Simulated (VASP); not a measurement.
The system is BaHfO3.

```xyz
5
Lattice="4.1696 0.0000 0.0000 0.0000 4.1696 0.0000 0.0000 0.0000 4.1704" Properties=species:S:1:pos:R:3 pbc="T T T"
Ba    2.0848    2.0848    4.1555
Hf    0.0000    0.0000    2.0763
O     0.0000    2.0848    2.0806
O     2.0848    0.0000    2.0806
O     0.0000    0.0000    4.1618
```

| Item | Value |
| --- | --- |
| Program | VASP 6.6.1 |
| Task | relaxation of cell and atoms |
| Functional | PBE |
| Potentials or basis | VASP PAW PBE potentials, release 64 (Ba_sv, Hf_pv, O) |
| Cutoff | 600 eV |
| k mesh | 6 × 6 × 6 |
| Occupations | gaussian, width 0.01 eV |
| Spin | no spin polarisation |

At the start: pressure 3.6 GPa; volume 14.50 Å³/atom.

Q: How do energy, volume and symmetry change on relaxing?

A: Over 3 steps the energy falls by 3.5 meV/atom and the volume is 14.82 Å³/atom (+2.2 %); space group Pm-3m (No. 221, to 0.05 Å).

Step by step:
```csv
step,energy change (eV),largest force (eV/Å),pressure (GPa),volume (Å³)
1,0.0000,0.0245,3.59,72.50
2,0.0053,0.0121,-3.75,75.97
3,-0.0174,0.0182,-0.09,74.09
```

Final structure:
```xyz
5
Lattice="4.1999 0.0000 0.0000 0.0000 4.1999 0.0000 0.0000 0.0000 4.2003" Properties=species:S:1:pos:R:3 pbc="T T T"
Ba    2.1000    2.1000    4.1859
Hf    0.0000    0.0000    2.0909
O     0.0000    2.1000    2.0952
O     2.1000    4.1999    2.0952
O     0.0000    0.0000    4.1921
```

Caveat: the relaxation stopped at a loose force limit of 0.05 eV/Å, so its end isn't a converged minimum.
